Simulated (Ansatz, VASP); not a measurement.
La2O3 in VASP and in Ansatz

```
La O
1.0
     4.05315    0.00000    0.00000
    -2.02658    3.51013    0.00000
     0.00000    0.00000    6.31001
La O
2 3
Direct
  0.66667 0.33333 0.74794
  0.33333 0.66667 0.25206
  0.66667 0.33333 0.35616
  0.33333 0.66667 0.64384
  0.00000 0.00000 0.00000
```

Change from the starting cell: hydrostatic strain +3.0%.

Alike in both runs: task single point; functional r2SCAN; k mesh 12 × 12 × 4; no spin polarisation.

|  | VASP | Ansatz |
| --- | --- | --- |
| version | VASP 6.6.1 | Ansatz 0.2.0 |
| potentials or method | VASP PAW PBE potentials, release 64 (La, O) | plane waves, PAW |
| plane-wave cutoff (eV) | 520 | 500 |
| occupations | gaussian, width 0.01 eV | fixed |
| valence electrons in the cell | 40 | 40 |

|  | VASP | Ansatz | Ansatz less VASP |
| --- | --- | --- | --- |
| gap on the k mesh at the Fermi level (eV) | 4.01 | 4.00 | -0.014 |
| pressure (GPa) | -9.6 | -9.3 | +0.34 |
| traceless stress, the component that is largest in VASP (GPa) | 1.87 | 1.82 | -0.051 |
| rms of the force components (eV/Å) | 0.007 | 0.000 | -0.0072 |

VASP's potentials were made for PBE, not for r2SCAN. Atom by atom the forces differ by 0.007 eV/Å (rms over components).

Spin-orbit coupling is off throughout.
